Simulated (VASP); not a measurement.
Input of a VASP 6.6.1 run:

Contents of POSCAR:

```
Hf
1.0
    0.0000000000      2.0424000000      2.2200000000
    2.0424000000      0.0000000000      2.2200000000
    2.0424000000      2.0424000000      0.0000000000
Hf
1
Direct
    0.0000000000      0.0000000000      0.0000000000
```

The input INCAR.step1:

```
SYSTEM = Hf
ALGO = Normal
EDIFF = 1E-4
ENCUT = 520
GGA = PE
ISMEAR = 0
LASPH = .True.
LCHARG = .False.
LREAL = .False.
LWAVE = .True.
NBANDS = 11
NELM = 60
PREC = Accurate
SIGMA = 0.15
```

File INCAR.step2:

```
SYSTEM = Hf
ALGO = Normal
EDIFF = 1E-6
ENCUT = 520
ISIF = 2
ISMEAR = 0
ISTART = 1
LASPH = .True.
LCHARG = .False.
LMIXTAU = .True.
LREAL = .False.
LWAVE = .False.
METAGGA = R2SCAN
NBANDS = 11
NELM = 60
PREC = Accurate
SIGMA = 0.15
```

KPOINTS

```
k-points
0
Gamma
  18 18 18
  0 0 0
```

Potentials or basis: VASP PAW PBE potentials, release 64 (Hf_pv).

Command:

```bash
$ cat potpaw_PBE.64/Hf_pv/POTCAR > POTCAR
$ cp INCAR.step1 INCAR
$ mpirun -np 1 vasp_std > vasp.out
$ cp INCAR.step2 INCAR
$ mpirun -np 1 vasp_std > vasp.out
```

Q: Predict the pressure.

A: 26.1 GPa.

Q: What does it give for the band gap on the k mesh?

A: Zero (bands 5 and 6 overlap by 1.99 eV).

Stress tensor (GPa, compression positive):
```
27.59  0.00  0.00
 0.00 27.59  0.00
 0.00  0.00 23.04
```

Caveat: the cell differs from its parent crystal (strain -0.080 along x and y, +0.000 along z); the cell stands under pressure; the PAW data sets were made with another functional, which shifts forces and pressure a little; spin-orbit coupling is left out, which moves the levels of the heavy elements.
